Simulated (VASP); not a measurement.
Here is a VASP 6.6.1 calculation.

Contents of INCAR:

```
SYSTEM = Si
ALGO = Fast ; EDIFF = 1E-6
ENCUT = 520 ; GGA = CA
ISIF = 2 ; ISMEAR = 0
LASPH = .TRUE. ; LCHARG = .FALSE.
LREAL = .FALSE. ; LWAVE = .FALSE.
NBANDS = 11 ; NELM = 80
PREC = Accurate ; SIGMA = 0.15
```

The input KPOINTS:

```
k-points
0
G
  26 26 26
  0 0 0
```

POSCAR

```
Si
1.0
   -2.3824154513      2.3824154513      1.3052992358
    2.3824154513     -2.3824154513      1.3052992358
    2.3824154513      2.3824154513     -1.3052992358
Si
2
Direct
    0.3361871339      0.8361871339      0.5000000000
    0.4138128661      0.4138128661      0.0000000000
```

Potentials or basis: VASP PAW LDA potentials, release 64 (Si).

The run is started by

```sh
$ cat potpaw_LDA.64/Si/POTCAR > POTCAR
$ mpirun -np 1 vasp_std > vasp.out
```

(1) Estimate the band gap on the k mesh.

(2) Estimate the largest force.

(3) What does it give for the pressure?

Results:

(1) zero (bands 4 and 5 overlap by 7.01 eV).

(2) 0.159 eV/Å.

(3) -0.3 GPa.

Caveat: the cell differs from its parent crystal (atoms displaced along a vibrational mode); the stress differs along the axes, from -6 to 7 GPa.
